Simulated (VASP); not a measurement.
The system is MgZn3O4.

```
CELL_PARAMETERS angstrom
3.25146 0.00000 0.00000
0.00000 3.25146 0.00000
0.00000 0.00000 9.19651
ATOMIC_POSITIONS crystal
Mg 0.00000 0.00000 0.00000
Zn 0.50000 0.50000 0.25000
Zn 0.00000 0.00000 0.50000
Zn 0.50000 0.50000 0.75000
O 0.00000 0.00000 0.25000
O 0.50000 0.50000 0.50000
O 0.00000 0.00000 0.75000
O 0.50000 0.50000 0.00000
```

```yaml
Program: VASP 6.6.1
Task: relaxation of cell and atoms
Functional: PBE
Potentials_or_basis: VASP PAW PBE potentials, release 64 (Mg, Zn, O)
Cutoff: 600 eV
k_mesh: 6 × 6 × 2
Occupations: gaussian, width 0.1 eV
Spin: no spin polarisation
```

At the start: pressure -20.3 GPa; volume 12.15 Å³/atom.

**Question.** How do energy, volume and symmetry change on relaxing?

**Answer.** Over 9 steps the energy falls by 159.7 meV/atom and the volume is 10.04 Å³/atom (-17.4 %); space group P4/mmm (No. 123, to 0.1 Å) before and after.

The path:
| step | energy change (eV) | largest force (eV/Å) | pressure (GPa) | volume (Å³) |
| --- | --- | --- | --- | --- |
| 1 | 0.0000 | 0.1335 | -20.33 | 97.23 |
| 2 | -1.1997 | 0.2230 | 7.52 | 77.10 |
| 3 | -1.2739 | 0.1971 | 0.08 | 80.35 |
| 4 | -1.2734 | 0.1947 | -0.54 | 80.66 |
| 5 | -1.2760 | 0.0856 | -0.55 | 80.65 |
| 6 | -1.2766 | 0.0867 | -0.54 | 80.64 |
| 7 | -1.2775 | 0.0423 | 0.37 | 80.19 |
| 8 | -1.2775 | 0.0513 | 0.18 | 80.28 |
| 9 | -1.2778 | 0.0183 | 0.09 | 80.33 |

Final structure:
```
Mg Zn O
1.0
     3.05299    0.00000    0.00000
     0.00000    3.05299    0.00000
     0.00000    0.00000    8.61872
Mg Zn O
1 3 4
Direct
  0.00000 0.00000 0.00000
  0.50000 0.50000 0.24982
  0.00000 0.00000 0.50000
  0.50000 0.50000 0.75018
  0.00000 0.00000 0.24739
  0.50000 0.50000 0.50000
  0.00000 0.00000 0.75261
  0.50000 0.50000 0.00000
```

Caveat: the volume moved by over 15 % at a fixed basis, so the end points are rough.
